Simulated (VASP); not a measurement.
# B3As2 (Cmmm) in VASP: notebook

Runs on B3As2. Level: PBE. Tasks: relaxation of cell and atoms, single point.

All numbers are computed with VASP 6.6.1; they aren't measurements. Logs are shortened: lines on timing, memory, paths and dates and some standing lists are left out, and cuts for length are marked.

## (1) The cell of the first run

Symmetry: Cmmm, No. 65, orthorhombic system. The conventional cell has a = 6.587 Å, b = 7.199 Å, c = 3.649 Å, α = 90.00°, β = 90.00°, γ = 90.00°. B (site symmetry 2mm) has 1 B at 1.35 Å within 1.8 Å. Within 4.0 Å of B (site symmetry mmm) lie 8 As at 3.05 Å and 6 B at 3.19 to 3.65 Å. As (site symmetry 2/m) has 2 B at 2.05 Å within 2.7 Å.

## (2) Relaxation of cell and atoms, PBE

The input, INCAR:

```
PREC     = Accurate       # precision mode
ENCUT    = 600            # plane-wave cutoff, eV
EDIFF    = 1E-6           # SCF threshold, eV
ISMEAR   = 0              # smearing method
SIGMA    = 0.1            # smearing width, eV
LREAL    = False          # projectors in reciprocal space
LASPH    = True           # aspherical terms in the spheres
NELM     = 100            # most SCF steps
ALGO     = Normal         # electronic algorithm
ISIF     = 3              # what is computed and relaxed
LWAVE    = False          # write WAVECAR
LCHARG   = False          # write CHGCAR
GGA      = PE             # functional
IBRION   = 2              # ionic algorithm
NSW      = 90             # ionic steps
EDIFFG   = -0.04          # ionic threshold
```

The input, KPOINTS:

```
Automatic mesh
0
Gamma
  4 4 6
```

The input, POSCAR:

```
B3As2
1.0
    3.2934355400     -3.5994098400      0.0000000000
    3.2934355400      3.5994098400      0.0000000000
    0.0000000000      0.0000000000      3.6490954800
B As
3 2
Direct
    0.8977120200      0.8977120200      0.0000000000
    0.1022879800      0.1022879800      0.0000000000
    0.5000000000      0.5000000000      0.5000000000
    0.0000000000      0.5000000000      0.0000000000
    0.5000000000      0.0000000000      0.0000000000
```

Potentials or basis: VASP PAW PBE potentials, release 64 (B, As).

Launch:

```sh
cat potpaw_PBE.64/B/POTCAR potpaw_PBE.64/As/POTCAR > POTCAR
mpirun -np 1 vasp_std > vasp.out
```

OUTCAR:

```text
PREC = Accurate
   ENCUT = 600
   EDIFF = 1E-6
   ISMEAR = 0
   LREAL = False
   LASPH = True
   NELM = 100
   ISIF = 3
   GGA = PE
   IBRION = 2
   NSW = 90
   EDIFFG = -0.04

 ion  position               nearest neighbor table
   1  0.898  0.898  0.000-   2 1.35   4 2.05   5 2.05
   2  0.102  0.102  0.000-   1 1.35   4 2.05   5 2.05
   3  0.500  0.500  0.500-
   4  0.000  0.500  0.000-   1 2.05   2 2.05
   5  0.500  0.000  0.000-   1 2.05   2 2.05

  LATTYP: Found a base centered orthorhombic cell.
 ALAT       =     6.5868710800
 B/A-ratio  =     1.0929042929
 C/A-ratio  =     0.5539952787

  Lattice vectors:

 A1 = (   3.2934355400,  -3.5994098400,   0.0000000000)
 A2 = (   3.2934355400,   3.5994098400,   0.0000000000)
 A3 = (   0.0000000000,   0.0000000000,   3.6490954800)

Analysis of symmetry for initial positions (statically):
=====================================================================
 Subroutine PRICEL returns:
 Original cell was already a primitive cell.

 Routine SETGRP: Setting up the symmetry group for a
 base centered orthorhombic supercell.

 Subroutine GETGRP returns: Found  8 space group operations
 (whereof  8 operations were pure point group operations)
 out of a pool of  8 trial point group operations.

The static configuration has the point symmetry D_2h.

Analysis of symmetry for dynamics (positions and initial velocities):
=====================================================================
 Subroutine PRICEL returns:
 Original cell was already a primitive cell.

 Routine SETGRP: Setting up the symmetry group for a
 base centered orthorhombic supercell.

 Subroutine GETGRP returns: Found  8 space group operations
 (whereof  8 operations were pure point group operations)
 out of a pool of  8 trial point group operations.

The dynamic configuration has the point symmetry D_2h.

 Subroutine INISYM returns: Found  8 space group operations
 (whereof  8 operations are pure point group operations),
 and found     1 'primitive' translations

----------------------------------------------------------------------------------------

                                     Primitive cell

  volume of cell :      86.5159

  direct lattice vectors                    reciprocal lattice vectors
     3.293435540 -3.599409840  0.000000000     0.151817151 -0.138911661  0.000000000
     3.293435540  3.599409840  0.000000000     0.151817151  0.138911661  0.000000000
     0.000000000  0.000000000  3.649095480     0.000000000  0.000000000  0.274040514

  length of vectors
     4.878777393  4.878777393  3.649095480     0.205778757  0.205778757  0.274040514

  position of ions in fractional coordinates (direct lattice)
     0.897712020  0.897712020  0.000000000
     0.102287980  0.102287980  0.000000000
     0.500000000  0.500000000  0.500000000
     0.000000000  0.500000000  0.000000000
     0.500000000  0.000000000  0.000000000

  ion indices of the primitive-cell ions
   primitive index   ion index
                 1           1
                 2           2
                 3           3
                 4           4
                 5           5

----------------------------------------------------------------------------------------

 KPOINTS: Automatic mesh

Automatic generation of k-mesh.
 Grid dimensions read from file:
 generate k-points for:    4    4    6

 Generating k-lattice:

  Cartesian coordinates                     Fractional coordinates (reciprocal lattice)
     0.037954288 -0.034727915  0.000000000     0.250000000  0.000000000  0.000000000
     0.037954288  0.034727915  0.000000000     0.000000000  0.250000000  0.000000000
     0.000000000  0.000000000  0.045673419     0.000000000  0.000000000  0.166666667

  Length of vectors
     0.051444689  0.051444689  0.045673419

  Shift w.r.t. Gamma in fractional coordinates (k-lattice)
     0.000000000  0.000000000  0.000000000

 Subroutine IBZKPT returns following result:
 ===========================================

 Found     28 irreducible k-points:

 Following reciprocal coordinates:
            Coordinates               Weight
  0.000000  0.000000  0.000000      1.000000
  0.250000  0.000000  0.000000      4.000000
  0.500000  0.000000  0.000000      2.000000
  0.250000  0.250000  0.000000      2.000000
  0.500000  0.250000  0.000000      4.000000
 -0.250000  0.250000  0.000000      2.000000
[... 16 lines left out ...]
  0.250000  0.000000  0.500000      4.000000
  0.500000  0.000000  0.500000      2.000000
 [... further k-points ...]
   k-points           NKPTS =     28   k-points in BZ     NKDIM =     28   number of bands    NBANDS=     13
   number of dos      NEDOS =    301   number of ions     NIONS =      5
   total plane-waves  NPLWV =  48000
   dimension x,y,z NGX =    40 NGY =   40 NGZ =   30
   dimension x,y,z NGXF=    80 NGYF=   80 NGZF=   60
   ions per type =               3   2
   NGX,Y,Z   is equivalent  to a cutoff of  13.63, 13.63, 13.67 a.u.
   NGXF,Y,Z  is equivalent  to a cutoff of  27.26, 27.26, 27.33 a.u.
 SYSTEM =  unknown system
   PREC   = accura    normal or accurate (medium, high low for compatibility)
   ISTART =      0    job   : 0-new  1-cont  2-samecut
   ICHARG =      2    charge: 1-file 2-atom 10-const
   ISPIN  =      1    spin polarized calculation?
   LNONCOLLINEAR =      F non collinear calculations
   LSORBIT =      F    spin-orbit coupling
   LASPH  =      T    aspherical Exc in radial PAW
   ENCUT  =  600.0 eV  44.10 Ry    6.64 a.u.   9.74  9.74  7.29*2*pi/ulx,y,z
   NELM   =    100;   NELMIN=  2; NELMDL= -5     # of ELM steps
   EDIFF  = 0.1E-05   stopping-criterion for ELM
   LREAL  =      F    real-space projection
   EDIFFG = -.4E-01   stopping-criterion for IOM
   NSW    =     90    number of steps for IOM
   IBRION =      2    ionic relax: 0-MD 1-quasi-New 2-CG
   NFREE  =      1    steps in history (QN), initial steepest desc. (CG)
   ISIF   =      3    stress and relaxation
   ISYM   =      2    0-nonsym 1-usesym 2-fastsym
   POTIM  = 0.5000    time-step for ionic-motion
   TEBEG  =    0.0;   TEEND  =   0.0 temperature during run
   PSTRESS=    0.0 pullay stress
   NELECT =      19.0000    total number of electrons
   NUPDOWN=      -1.0000    fix difference up-down
   EMIN   =  10.00;   EMAX   =-10.00  energy-range for DOS
   EFERMI =   0.00;   METHOD = LEGACY
   ISMEAR =     0;   SIGMA  =   0.10  broadening in eV -4-tet -1-fermi 0-gaus
   EFERMI_NEDOS =   21; number of points for ismear=-14 and -15
   IALGO  =     38    algorithm
   IMIX   =      4    mixing-type and parameters
     AMIX     =   0.40;   BMIX     =  1.00
     AMIX_MAG =   1.60;   BMIX_MAG =  1.00
  volume/ion in A,a.u.               =      17.30       116.77
  Fermi-wavevector in a.u.,A,eV,Ry     =   0.987705  1.866493 13.273329  0.975562
  Thomas-Fermi vector in A             =   2.119179
   LORBIT       =      0    0 simple, 1 ext, 2 COOP (PROOUT), +10 PAW based schemes
   GGA     = PE    functional components
   LHFCALC =     F    Hartree Fock is set to
   AEXX    =    0.0000 exact exchange contribution
   IVDW    =     0    specifies the selected vdW correction
   LEPSILON=     F    determine dielectric tensor
   LRPA    =     F    only Hartree local field effects (RPA)
 conjugate gradient relaxation of ions
 non-spin polarized calculation
 Gauss-broadening in eV      SIGMA  =   0.10
  energy-cutoff  :      600.00
  volume of cell :       86.52
 maximum number of plane-waves:      2902
 NGX is ok and might be reduce to    40
   NGX = 19   NGY = 19   NGZ = 15

--------------------------------------- Ionic step        1  -------------------------------------------

 number of electron      19.0000000 magnetization

 Free energy of the ion-electron system (eV)
  ---------------------------------------------------
  ext. energy  EPLUGINS =         0.00000000
  ---------------------------------------------------
  free energy    TOTEN  =       -20.55762146 eV

  energy without entropy =      -20.54405174  energy(sigma->0) =      -20.55083660

------------------------ aborting loop because EDIFF is reached ----------------------------------------

  FORCE on cell =-STRESS in cart. coord.  units (eV):
  Direction    XX          YY          ZZ          XY          YZ          ZX
  --------------------------------------------------------------------------------------
  -------------------------------------------------------------------------------------
  Total       11.4972531     -8.3092901     -3.7744270      0.0000000      0.0000000      0.0000000
  in kB      212.9163365   -153.8788091    -69.8981894      0.0000000      0.0000000      0.0000000
  external PRESSURE =      -3.6202207 kB  Pullay stress =       0.0000000 kB
[... 98 lines left out ...]
  FREE ENERGIE OF THE ION-ELECTRON SYSTEM (eV)
  ---------------------------------------------------
  free  energy   TOTEN  =       -19.7394335081 eV

  energy  without entropy=      -19.7211528649  energy(sigma->0) =      -19.73029319

 E-fermi :   3.6679     XC(G=0):  -9.7723

 val. band max:        3.6374352826   @ k =   0.2500   0.2500   0.5000
 cond. band min:       3.6957591474   @ k =   0.5000   0.0000   0.0000
 fundamental gap:      0.0583238648
 Fermi energy:         3.6679195296

 k-point     1 :       0.0000    0.0000    0.0000
  band No.  band energies     occupation
      1     -10.3921      2.00000
      2      -7.2201      2.00000
      3      -4.3890      2.00000
      4      -2.7362      2.00000
      5      -2.7078      2.00000
      6       0.0926      2.00000
      7       0.9618      2.00000
      8       1.3060      2.00000
      9       2.6919      2.00000
     10       4.8324      0.00000
     11       5.4821      0.00000
     12       6.1451      0.00000
     13       7.4883      0.00000
[... 354 lines left out ...]
  band No.  band energies     occupation
      1      -8.6835      2.00000
      2      -8.2763      2.00000
      3      -3.4521      2.00000
      4      -2.8233      2.00000
      5      -2.2906      2.00000
      6      -1.2753      2.00000
      7      -0.1002      2.00000
      8       1.1999      2.00000
      9       2.5249      2.00000
     10       3.4476      1.99817
     11       3.6064      1.61573
     12       4.5717      0.00000
     13       6.5256      0.00000

 [... further k-points ...]

 E-fermi :   4.0184     XC(G=0):  -9.9606

 val. band max:        4.0070531008   @ k =   0.2500   0.2500   0.0000
 cond. band min:       4.0193379458   @ k =   0.5000   0.0000   0.0000
 fundamental gap:      0.0122848449
 Fermi energy:         4.0184021489

 k-point     1 :       0.0000    0.0000    0.0000
  band No.  band energies     occupation
      1     -10.1931      2.00000
      2      -6.9742      2.00000
      3      -4.1263      2.00000
      4      -2.6739      2.00000
      5      -2.4690      2.00000
      6       0.3801      2.00000
      7       1.2273      2.00000
      8       2.0142      2.00000
      9       2.7112      2.00000
     10       5.1537      0.00000
     11       6.2244      0.00000
     12       6.6857      0.00000
     13       8.3372      0.00000
[... 354 lines left out ...]
  band No.  band energies     occupation
      1      -8.2713      2.00000
      2      -7.8542      2.00000
      3      -3.1114      2.00000
      4      -2.3956      2.00000
      5      -2.0232      2.00000
      6      -1.2013      2.00000
      7       0.2524      2.00000
      8       1.4593      2.00000
      9       2.7185      2.00000
     10       3.7465      1.99988
     11       3.7783      1.99931
     12       4.7052      0.00000
     13       6.7669      0.00000

 [... further k-points ...]

[... ionic steps 4 to 26 ...]

--------------------------------------- Ionic step       27  -------------------------------------------

 number of electron      18.9999999 magnetization

------------------------ aborting loop because EDIFF is reached ----------------------------------------
[... 73 lines left out ...]
--------------------------------------- Ionic step       29  -------------------------------------------

 number of electron      18.9999999 magnetization

 Free energy of the ion-electron system (eV)
  ---------------------------------------------------
  ext. energy  EPLUGINS =         0.00000000
  ---------------------------------------------------
  free energy    TOTEN  =       -22.96665275 eV

  energy without entropy =      -22.95784948  energy(sigma->0) =      -22.96225112

 E-fermi :   5.6469     XC(G=0): -10.6647

 val. band max:        5.5861462083   @ k =   0.2500   0.0000   0.3333
 cond. band min:       5.6678324180   @ k =   0.5000   0.5000   0.3333
 fundamental gap:      0.0816862097
 Fermi energy:         5.6468701730

 k-point     1 :       0.0000    0.0000    0.0000
  band No.  band energies     occupation
      1      -9.7742      2.00000
      2      -7.6574      2.00000
      3      -3.6415      2.00000
      4      -2.9907      2.00000
      5      -1.3950      2.00000
      6      -0.5786      2.00000
      7       0.8921      2.00000
      8       2.0058      2.00000
      9       5.2431      2.00000
     10      10.0125      0.00000
     11      10.0415      0.00000
     12      10.0763      0.00000
     13      10.3902      0.00000
[... 354 lines left out ...]
  band No.  band energies     occupation
      1      -4.2114      2.00000
      2      -3.9835      2.00000
      3      -1.4418      2.00000
      4      -1.1523      2.00000
      5      -0.0622      2.00000
      6       1.2310      2.00000
      7       2.5496      2.00000
      8       2.8033      2.00000
      9       3.1747      2.00000
     10       3.3340      2.00000
     11       6.0397      0.00000
     12       6.2464      0.00000
     13       6.5731      0.00000

 [... further k-points ...]
[... 5 lines left out ...]
  --------------------------------------------------------------------------------------
  -------------------------------------------------------------------------------------
  Total        0.0182099      0.1194841      0.0727302     -0.0000000      0.0000000      0.0000000
  in kB        0.4377117      2.8720446      1.7482189     -0.0000000      0.0000000      0.0000000
  external PRESSURE =       1.6859917 kB  Pullay stress =       0.0000000 kB
[... 20 lines left out ...]
  FREE ENERGIE OF THE ION-ELECTRON SYSTEM (eV)
  ---------------------------------------------------
  free  energy   TOTEN  =       -22.9666527520 eV

  energy  without entropy=      -22.9578494818  energy(sigma->0) =      -22.96225112

 reached required accuracy - stopping structural energy minimisation
```

Run time: 8.3 min. Hardware: 1 thread of AMD EPYC 7R43 (Zen 3), shared host; peak memory 0.21 GiB.

Results:

* Free energy: -22.9667 eV
* Relaxed volume: 13.33 Å³/atom
* Relaxed cell: a = 5.244 Å, b = 5.244 Å, c = 2.449 Å, α = 90.00°, β = 90.00°, γ = 81.87°
* Space group after relaxing (to 0.05 Å): Cmmm (No. 65)
* Energy gained by relaxing: 481.8 meV/atom
* Ionic steps: 29
* Pressure after relaxing: 0.2 GPa
* Largest force after relaxing: 0.007 eV/Å

Forces in eV/Å, atoms in the order of the input:
```
B   -0.007  0.000  0.000
B    0.007  0.000  0.000
B    0.000  0.000  0.000
As   0.000  0.000  0.000
As   0.000  0.000  0.000
```

The path:
```tsv
step	energy change (eV)	largest force (eV/Å)	pressure (GPa)	volume (Å³)
1	0.0000	10.6191	-0.36	86.52
2	2.0085	2.6678	12.63	85.19
3	0.8182	3.3981	2.89	85.70
4	-0.0398	3.7401	-2.32	86.00
5	-1.0761	2.3008	-5.78	86.32
6	-1.1736	0.7633	-5.40	86.43
7	-1.1992	0.5716	-5.80	86.40
8	-1.2003	0.3719	-5.75	86.40
9	-1.3576	0.7709	-0.03	80.05
10	-1.3578	0.7871	0.19	79.84
11	-1.4987	0.4797	1.46	76.78
12	-1.5047	3.8890	5.47	71.31
13	-1.5589	1.8735	2.94	74.23
14	-1.6066	1.8174	2.84	73.65
15	-1.7372	1.6678	3.02	71.84
16	-2.0599	0.8601	4.21	67.99
17	-2.0393	0.1770	15.86	59.38
18	-2.0609	0.3817	10.02	61.89
19	-2.1859	0.2413	6.15	63.41
20	-2.3221	1.4139	-2.14	67.97
21	-2.3365	1.2356	-0.44	66.76
22	-2.3787	0.2464	-1.66	67.88
23	-2.3794	0.3658	-1.56	67.75
24	-2.3892	0.0022	-0.59	67.11
25	-2.3899	0.1212	-0.28	66.92
26	-2.3909	0.0629	-0.07	66.76
27	-2.4087	0.0257	0.31	66.56
28	-2.4087	0.0180	0.27	66.58
29	-2.4090	0.0075	0.17	66.65
```

Final structure:
```yaml
crystal:
  lattice:
    - [3.96127, -3.43590, 0.00000]
    - [3.96127, 3.43590, 0.00000]
    - [0.00000, 0.00000, 2.44864]
  atoms:
    - { symbol: B, position: [0.89965, 0.89965, 0.00000] }
    - { symbol: B, position: [0.10035, 0.10035, 0.00000] }
    - { symbol: B, position: [0.50000, 0.50000, 0.50000] }
    - { symbol: As, position: [0.00000, 0.50000, 0.00000] }
    - { symbol: As, position: [0.50000, 0.00000, 0.00000] }
```

Levels at points of the mesh, in eV from the Fermi level:
| k point | band 7 | band 8 | band 9 | band 10 | band 11 | band 12 |
| --- | --- | --- | --- | --- | --- | --- |
| (0.00, 0.00, 0.00) | -4.75 | -3.64 | -0.40 | 4.37 | 4.39 | 4.43 |
| (0.50, 0.00, 0.00) | -3.88 | -2.17 | -0.22 | 0.82 | 2.80 | 5.07 |
| (0.50, 0.50, 0.00) | -2.19 | -1.47 | -0.52 | -0.20 | 0.10 | 0.47 |
| (0.00, 0.00, 0.50) | -3.71 | -2.90 | -1.82 | -1.31 | -0.82 | 0.36 |
| (0.50, 0.00, 0.50) | -3.10 | -2.84 | -2.47 | -2.31 | 0.39 | 0.60 |
| (0.50, 0.50, 0.50) | -4.53 | -3.36 | -2.00 | -1.51 | 2.02 | 2.52 |

Caveat: the volume moved by over 15 % at a fixed basis, so the end points are rough.

[end of part 1 of 2]
